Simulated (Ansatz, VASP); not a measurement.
## CaF2: VASP beside Ansatz

```
Ca F
1.0
     0.00000    2.73100    2.75831
     2.73100    0.00000    2.75831
     2.73100    2.73100    0.00000
Ca F
1 2
Cartesian
  0.0000 0.0000 0.0000
  1.3655 1.3655 1.3792
  4.0965 4.0965 4.1375
```

Alike in both runs: task single point; functional r2SCAN; k mesh 6 × 6 × 6; occupations gaussian, width 0.05 eV; no spin polarisation.

```csv
,VASP,Ansatz
version,VASP 6.6.1,Ansatz 0.2.0
potentials or method,"VASP PAW PBE potentials, release 64 (Ca_sv, F), cutoff 660 eV","plane waves, PAW"
valence electrons in the cell,24,24
```

Ansatz gave:

```
pressure (GPa)                                                : -1.9
traceless stress, the component that is largest in VASP (GPa) : -0.80
```

What did VASP give for the same quantities?

Pressure (GPa): -1.6; traceless stress, the component that is largest in VASP (GPa): -0.79.

VASP's potentials were made for PBE, not for r2SCAN.
